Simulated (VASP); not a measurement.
Runs of VASP 6.6.1 on Si. The structure is that of space group Fd-3m (No. 227), or close to it. The cells are those of the table. 

| cell | gap on the mesh (eV) | pressure (GPa) | largest force (eV/Å) |
| --- | --- | --- | --- |
| a = 3.840, b = 3.859 Å, angles 59.8, 59.7, 59.8°, 2 atoms | 0.46 | -1.4 | 0.09 |
| a = 3.840, b = 3.888 Å, angles 59.6, 59.2, 59.6°, 2 atoms | (c) | -1.4 | (a) |
| a = 3.840, b = 3.898 Å, angles 59.5, 59.0, 59.5°, 2 atoms | 0.40 | -1.4 | 0.28 |
| a = 3.840, b = 3.869 Å, angles 59.8, 59.5, 59.8°, 2 atoms | (b) | -1.4 | 0.14 |

Alike in all rows: task single point; level LDA; potentials or basis VASP PAW LDA potentials, release 64 (Si); no spin polarisation; k mesh 10 × 10 × 10; cutoff (eV) 520; smearing gaussian 0.05 eV.

Task: Estimate the missing entries.

Result: (a) 0.23; (b) 0.45; (c) 0.43.

A k mesh can miss the band edges.
